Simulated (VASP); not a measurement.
Runs of VASP 6.6.1 on BN. The structure is that of space group P6_3/mmc (No. 194), or close to it. The cells are those of the table. 

```csv
level,cell,smearing,gap on the mesh (eV),pressure (GPa)
r2SCAN,"a = 2.612, b = 2.612, c = 6.486 Å, angles 90.0, 90.0, 120.0°, 4 atoms",gaussian 0.01 eV,4.58,(b)
PBE,"a = 2.612, b = 2.612, c = 6.486 Å, angles 90.0, 90.0, 120.0°, 4 atoms",fermi-dirac 0.02 eV,3.98,(c)
PBE,"a = 2.501, b = 2.536, c = 6.524 Å, angles 90.0, 90.0, 119.5°, 4 atoms",fermi-dirac 0.02 eV,4.12,-2.0
r2SCAN,"a = 2.501, b = 2.536, c = 6.524 Å, angles 90.0, 90.0, 119.5°, 4 atoms",gaussian 0.01 eV,4.71,(a)
```

Alike in all rows: task single point; potentials or basis VASP PAW PBE potentials, release 64 (B, N); no spin polarisation; k mesh 12 × 12 × 4; cutoff (eV) 520.

Question: Estimate the missing entries.

Answer: (a) -5.7; (b) -26.4; (c) -22.6.

Caveats: the PAW data sets were made with another functional, which shifts forces and pressure a little (some runs); this functional lacks dispersion, which binds the layers, so the pressure and a relaxed spacing across them are unreliable (some runs).

A k mesh can miss the band edges.
